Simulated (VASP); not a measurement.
# Sb3Se (P4/mmm) in VASP: a series of runs

The runs below take Sb3Se through single point, with PBE.

Program: VASP 6.6.1. These are calculated values, not measurements. Logs are shortened: lines on timing, memory, paths and dates and some standing lists are left out, and cuts for length are marked.

## (1) The cell of the first run

The structure is tetragonal, space group P4/mmm (No. 123). The conventional cell has a = 3.616 Å, b = 3.616 Å, c = 7.954 Å, α = 90.00°, β = 90.00°, γ = 90.00°. Sb (site symmetry 4mm) has 4 Se at 3.09 Å and 9 Sb at 3.40 to 3.62 Å within 4.1 Å. Within 4.5 Å of Sb (site symmetry 4/mmm) lie 12 Sb at 3.40 to 3.62 Å and 2 Se at 3.98 Å. Se (site symmetry 4/mmm) has 10 Sb at 3.09 to 3.98 Å and 4 Se at 3.62 Å within 4.1 Å.

The cell was built from a structure type or drawn by symmetry, and may not be a known phase.

## (2) Single point, PBE

Input file INCAR:

```
SYSTEM = Sb3Se
  ALGO = Normal
  EDIFF = 1E-6
  ENCUT = 520
  GGA = PE
  ISIF = 2
  ISMEAR = 0
  LASPH = .True.
  LCHARG = .False.
  LREAL = .False.
  LWAVE = .False.
  NBANDS = 18
  NELM = 60
  PREC = Accurate
  SIGMA = 0.1
```

Input file KPOINTS:

```
k-points
0
Gamma
  4 4 2
  0 0 0
```

Input file POSCAR:

```
Sb3Se
1.0
    3.6160373756      0.0000000000      0.0000000000
    0.0000000000      3.6160373756      0.0000000000
    0.0000000000      0.0000000000      7.9543038414
Sb Se
3 1
Direct
    0.5000000000      0.5000000000      0.7823267215
    0.0000000000      0.0000000000      0.5000000000
    0.5000000000      0.5000000000      0.2176732785
    0.0000000000      0.0000000000      0.0000000000
```

Potentials or basis: VASP PAW PBE potentials, release 64 (Sb, Se).

On the command line:

```console
cat potpaw_PBE.64/Sb/POTCAR potpaw_PBE.64/Se/POTCAR > POTCAR
mpirun -np 1 vasp_std > vasp.out
```

OUTCAR:

```text
SYSTEM = Sb3Se
   EDIFF = 1E-6
   ENCUT = 520
   GGA = PE
   ISIF = 2
   ISMEAR = 0
   LASPH = .True.
   LREAL = .False.
   NELM = 60
   PREC = Accurate

 ion  position               nearest neighbor table
   1  0.500  0.500  0.782-   4 3.09   4 3.09   4 3.09   4 3.09   2 3.40   2 3.40   2 3.40   2 3.40
                             3 3.46
   2  0.000  0.000  0.500-   1 3.40   3 3.40   1 3.40   3 3.40   1 3.40   3 3.40   1 3.40   3 3.40

   3  0.500  0.500  0.218-   4 3.09   4 3.09   4 3.09   4 3.09   2 3.40   2 3.40   2 3.40   2 3.40
                             1 3.46
   4  0.000  0.000  0.000-   1 3.09   3 3.09   1 3.09   3 3.09   1 3.09   3 3.09   1 3.09   3 3.09

  LATTYP: Found a simple tetragonal cell.
 ALAT       =     3.6160373756
 C/A-ratio  =     2.1997294317

  Lattice vectors:

 A1 = (   3.6160373756,   0.0000000000,   0.0000000000)
 A2 = (   0.0000000000,   3.6160373756,   0.0000000000)
 A3 = (   0.0000000000,   0.0000000000,   7.9543038414)

Analysis of symmetry for initial positions (statically):
=====================================================================
 Subroutine PRICEL returns:
 Original cell was already a primitive cell.

 Routine SETGRP: Setting up the symmetry group for a
 simple tetragonal supercell.

 Subroutine GETGRP returns: Found 16 space group operations
 (whereof 16 operations were pure point group operations)
 out of a pool of 16 trial point group operations.

The static configuration has the point symmetry D_4h.

Analysis of symmetry for dynamics (positions and initial velocities):
=====================================================================
 Subroutine PRICEL returns:
 Original cell was already a primitive cell.

 Routine SETGRP: Setting up the symmetry group for a
 simple tetragonal supercell.

 Subroutine GETGRP returns: Found 16 space group operations
 (whereof 16 operations were pure point group operations)
 out of a pool of 16 trial point group operations.

The dynamic configuration has the point symmetry D_4h.

 Subroutine INISYM returns: Found 16 space group operations
 (whereof 16 operations are pure point group operations),
 and found     1 'primitive' translations

----------------------------------------------------------------------------------------

                                     Primitive cell

  volume of cell :     104.0083

  direct lattice vectors                    reciprocal lattice vectors
     3.616037376  0.000000000  0.000000000     0.276545814  0.000000000  0.000000000
     0.000000000  3.616037376  0.000000000     0.000000000  0.276545814  0.000000000
     0.000000000  0.000000000  7.954303841     0.000000000  0.000000000  0.125718104

  length of vectors
     3.616037376  3.616037376  7.954303841     0.276545814  0.276545814  0.125718104

  position of ions in fractional coordinates (direct lattice)
     0.500000000  0.500000000  0.782326721
     0.000000000  0.000000000  0.500000000
     0.500000000  0.500000000  0.217673279
     0.000000000  0.000000000  0.000000000

  ion indices of the primitive-cell ions
   primitive index   ion index
                 1           1
                 2           2
                 3           3
                 4           4

----------------------------------------------------------------------------------------

 KPOINTS: k-points

Automatic generation of k-mesh.
 Grid dimensions read from file:
 generate k-points for:    4    4    2

 Generating k-lattice:

  Cartesian coordinates                     Fractional coordinates (reciprocal lattice)
     0.069136454  0.000000000  0.000000000     0.250000000  0.000000000  0.000000000
     0.000000000  0.069136454  0.000000000     0.000000000  0.250000000  0.000000000
     0.000000000  0.000000000  0.062859052     0.000000000  0.000000000  0.500000000

  Length of vectors
     0.069136454  0.069136454  0.062859052

  Shift w.r.t. Gamma in fractional coordinates (k-lattice)
     0.000000000  0.000000000  0.000000000

 Subroutine IBZKPT returns following result:
 ===========================================

 Found     12 irreducible k-points:

 Following reciprocal coordinates:
            Coordinates               Weight
  0.000000  0.000000  0.000000      1.000000
  0.250000  0.000000  0.000000      4.000000
  0.500000  0.000000  0.000000      2.000000
  0.250000  0.250000  0.000000      4.000000
  0.500000  0.250000  0.000000      4.000000
  0.500000  0.500000  0.000000      1.000000
  0.000000  0.000000  0.500000      1.000000
  0.250000  0.000000  0.500000      4.000000
  0.500000  0.000000  0.500000      2.000000
  0.250000  0.250000  0.500000      4.000000
  0.500000  0.250000  0.500000      4.000000
  0.500000  0.500000  0.500000      1.000000
   k-points           NKPTS =     12   k-points in BZ     NKDIM =     12   number of bands    NBANDS=     18
   number of dos      NEDOS =    301   number of ions     NIONS =      4
   total plane-waves  NPLWV =  47040
   dimension x,y,z NGX =    28 NGY =   28 NGZ =   60
   dimension x,y,z NGXF=    56 NGYF=   56 NGZF=  120
   ions per type =               3   1
   NGX,Y,Z   is equivalent  to a cutoff of  12.87, 12.87, 12.54 a.u.
   NGXF,Y,Z  is equivalent  to a cutoff of  25.75, 25.75, 25.08 a.u.
 SYSTEM =  Sb3Se
   PREC   = accura    normal or accurate (medium, high low for compatibility)
   ISTART =      0    job   : 0-new  1-cont  2-samecut
   ICHARG =      2    charge: 1-file 2-atom 10-const
   ISPIN  =      1    spin polarized calculation?
   LNONCOLLINEAR =      F non collinear calculations
   LSORBIT =      F    spin-orbit coupling
   LASPH  =      T    aspherical Exc in radial PAW
   ENCUT  =  520.0 eV  38.22 Ry    6.18 a.u.   6.72  6.72 14.79*2*pi/ulx,y,z
   NELM   =     60;   NELMIN=  2; NELMDL= -5     # of ELM steps
   EDIFF  = 0.1E-05   stopping-criterion for ELM
   LREAL  =      F    real-space projection
[... 7 lines left out ...]
   TEBEG  =    0.0;   TEEND  =   0.0 temperature during run
   PSTRESS=    0.0 pullay stress
   NELECT =      21.0000    total number of electrons
   NUPDOWN=      -1.0000    fix difference up-down
   EMIN   =  10.00;   EMAX   =-10.00  energy-range for DOS
   EFERMI =   0.00;   METHOD = LEGACY
   ISMEAR =     0;   SIGMA  =   0.10  broadening in eV -4-tet -1-fermi 0-gaus
   EFERMI_NEDOS =   21; number of points for ismear=-14 and -15
   IALGO  =     38    algorithm
   IMIX   =      4    mixing-type and parameters
     AMIX     =   0.40;   BMIX     =  1.00
     AMIX_MAG =   1.60;   BMIX_MAG =  1.00
  volume/ion in A,a.u.               =      26.00       175.47
  Fermi-wavevector in a.u.,A,eV,Ry     =   0.960414  1.814920 12.549953  0.922396
  Thomas-Fermi vector in A             =   2.089696
   LORBIT       =      0    0 simple, 1 ext, 2 COOP (PROOUT), +10 PAW based schemes
   GGA     = PE    functional components
   LHFCALC =     F    Hartree Fock is set to
   AEXX    =    0.0000 exact exchange contribution
   IVDW    =     0    specifies the selected vdW correction
   LEPSILON=     F    determine dielectric tensor
   LRPA    =     F    only Hartree local field effects (RPA)
 non-spin polarized calculation
 Gauss-broadening in eV      SIGMA  =   0.10
  energy-cutoff  :      520.00
  volume of cell :      104.01
 maximum number of plane-waves:      2824
 NGX is ok and might be reduce to    28
   NGX = 13   NGY = 13   NGZ = 29

 number of electron      20.9999999 magnetization

 Free energy of the ion-electron system (eV)
  ---------------------------------------------------
  ext. energy  EPLUGINS =         0.00000000
  ---------------------------------------------------
  free energy    TOTEN  =       -15.33493094 eV

  energy without entropy =      -15.32900946  energy(sigma->0) =      -15.33197020

 E-fermi :   7.4056     XC(G=0): -10.1622

 val. band max:        7.2538074022   @ k =   0.5000   0.5000   0.5000
 cond. band min:       7.4333900282   @ k =   0.0000   0.0000   0.0000
 fundamental gap:      0.1795826260
 Fermi energy:         7.4056459338

 k-point     1 :       0.0000    0.0000    0.0000
  band No.  band energies     occupation
      1      -6.9170      2.00000
      2      -3.6437      2.00000
      3      -2.9654      2.00000
      4       0.3863      2.00000
      5       4.3871      2.00000
      6       5.0988      2.00000
[... 10 lines left out ...]
     17      12.3307      0.00000
     18      12.3307      0.00000

 k-point     2 :       0.2500    0.0000    0.0000
  band No.  band energies     occupation
      1      -6.4091      2.00000
      2      -3.1431      2.00000
      3      -2.3455      2.00000
      4      -0.6759      2.00000
      5       3.7749      2.00000
      6       4.0730      2.00000
[... 10 lines left out ...]
     17      11.8798      0.00000
     18      14.5486      0.00000

 k-point     3 :       0.5000    0.0000    0.0000
  band No.  band energies     occupation
      1      -5.6347      2.00000
      2      -2.7601      2.00000
      3      -1.6542      2.00000
      4      -1.2800      2.00000
      5       1.7930      2.00000
      6       1.8577      2.00000
[... 10 lines left out ...]
     17      12.9260      0.00000
     18      13.8498      0.00000

 k-point     4 :       0.2500    0.2500    0.0000
  band No.  band energies     occupation
      1      -5.9574      2.00000
      2      -2.6663      2.00000
      3      -1.7491      2.00000
      4      -0.6957      2.00000
      5       3.0235      2.00000
      6       3.8356      2.00000
[... 123 lines left out ...]
      4      -0.2146      2.00000
      5       3.1767      2.00000
      6       3.3982      2.00000
[... 10 lines left out ...]
     17      14.9175      0.00000
     18      15.3218      0.00000

 k-point    11 :       0.5000    0.2500    0.5000
  band No.  band energies     occupation
      1      -5.3204      2.00000
      2      -1.9644      2.00000
      3      -1.2124      2.00000
      4      -1.1403      2.00000
      5       3.0876      2.00000
      6       3.4210      2.00000
[... 10 lines left out ...]
     17      14.4596      0.00000
     18      14.9002      0.00000

 k-point    12 :       0.5000    0.5000    0.5000
  band No.  band energies     occupation
      1      -4.9552      2.00000
      2      -0.9078      2.00000
      3      -0.3076      2.00000
      4      -0.2183      2.00000
      5       1.9463      2.00000
      6       1.9463      2.00000
[... 10 lines left out ...]
     17      15.7379      0.00000
     18      15.8595      0.00000

------------------------ aborting loop because EDIFF is reached ----------------------------------------

  FORCE on cell =-STRESS in cart. coord.  units (eV):
  Direction    XX          YY          ZZ          XY          YZ          ZX
  --------------------------------------------------------------------------------------
  -------------------------------------------------------------------------------------
  Total       -0.1511518     -0.1511518     -0.0639362      0.0000000      0.0000000      0.0000000
  in kB       -2.3283915     -2.3283915     -0.9848940      0.0000000      0.0000000      0.0000000
  external PRESSURE =      -1.8805590 kB  Pullay stress =       0.0000000 kB

 VOLUME and BASIS-vectors are now :
 -----------------------------------------------------------------------------
  energy-cutoff  :      520.00
  volume of cell :      104.01
      direct lattice vectors                 reciprocal lattice vectors
     3.616037376  0.000000000  0.000000000     0.276545814  0.000000000  0.000000000
     0.000000000  3.616037376  0.000000000     0.000000000  0.276545814  0.000000000
     0.000000000  0.000000000  7.954303841     0.000000000  0.000000000  0.125718104

 POSITION                                       TOTAL-FORCE (eV/Angst)
 -----------------------------------------------------------------------------------
      1.80802      1.80802      6.22286        -0.000000      0.000000      0.016638
      0.00000      0.00000      3.97715         0.000000     -0.000000      0.000000
      1.80802      1.80802      1.73144         0.000000      0.000000     -0.016638
      0.00000      0.00000      0.00000         0.000000     -0.000000      0.000000
 -----------------------------------------------------------------------------------
    total drift:                               -0.000000      0.000000     -0.000000

  FREE ENERGIE OF THE ION-ELECTRON SYSTEM (eV)
  ---------------------------------------------------
  free  energy   TOTEN  =       -15.3349309429 eV

  energy  without entropy=      -15.3290094636  energy(sigma->0) =      -15.33197020
```

Run time: 12 s. Hardware: 1 thread of Intel Xeon Platinum 8559C (Emerald Rapids), shared host; peak memory 0.2 GiB.

What came out:

```yaml
Free_energy: -15.3349 eV
Pressure: -0.2 GPa
Largest_force: 0.017 eV/Å
Band_gap_on_the_k_mesh: zero (an odd number of electrons rules out a gap without spin polarisation)
```

Forces in eV/Å, atoms in the order of the input:
```
Sb   0.000  0.000  0.017
Sb   0.000  0.000  0.000
Sb   0.000  0.000 -0.017
Se   0.000  0.000  0.000
```

Stress tensor (GPa, compression positive):
```
-0.23  0.00  0.00
 0.00 -0.23  0.00
 0.00  0.00 -0.10
```

Caveat: the k points lie up to 0.43 Å⁻¹ apart, too coarse for converged energies and pressures of a metal; spin-orbit coupling is left out, which moves the levels of the heavy elements.

(Continued in part 2 of 2.)
